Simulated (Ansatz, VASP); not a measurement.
WC in VASP and in Ansatz

```xyz
2
Lattice="2.9005 0.0290 0.0290 -1.4251 2.4974 0.0106 0.0283 0.0283 2.8290" Properties=species:S:1:pos:R:3 pbc="T T T"
W     0.0000    0.0000    0.0000
C     1.4728    0.8660    1.4374
```

Change from the starting cell: equal xy, yz and zx shear strains of +2 %, PAW files.

Alike in both runs: task electric field gradients; functional PBEsol; k mesh 13 × 13 × 12; occupations fermi-dirac, width 0.05 eV; no spin polarisation.

|  | VASP | Ansatz |
| --- | --- | --- |
| version | VASP 6.6.1 | Ansatz 0.2.0 |
| potentials or method | VASP PAW PBE potentials, release 64 (W_sv, C) | PAW with Ansatz's default frozen-core files, scalar-relativistic |
| plane-wave cutoff (eV) | 520 | 420 |
| valence electrons in the cell | 18 | 18 |

|  | VASP | Ansatz | Ansatz less VASP |
| --- | --- | --- | --- |
| pressure (GPa) | 1.0 | -0.3 | -1.29 |
| traceless stress, the component that is largest in VASP (GPa) | -6.28 | -6.25 | +0.035 |
| rms of the force components (eV/Å) | 0.055 | 0.053 | -0.0020 |
| size of Vzz on the site where it differs most (V/Å²) | 161.8 | 161.3 | -0.43 |

VASP's potentials were made for PBE, not for PBEsol. Atom by atom the forces differ by 0.002 eV/Å (rms over components).

Neither program's run includes spin-orbit coupling.
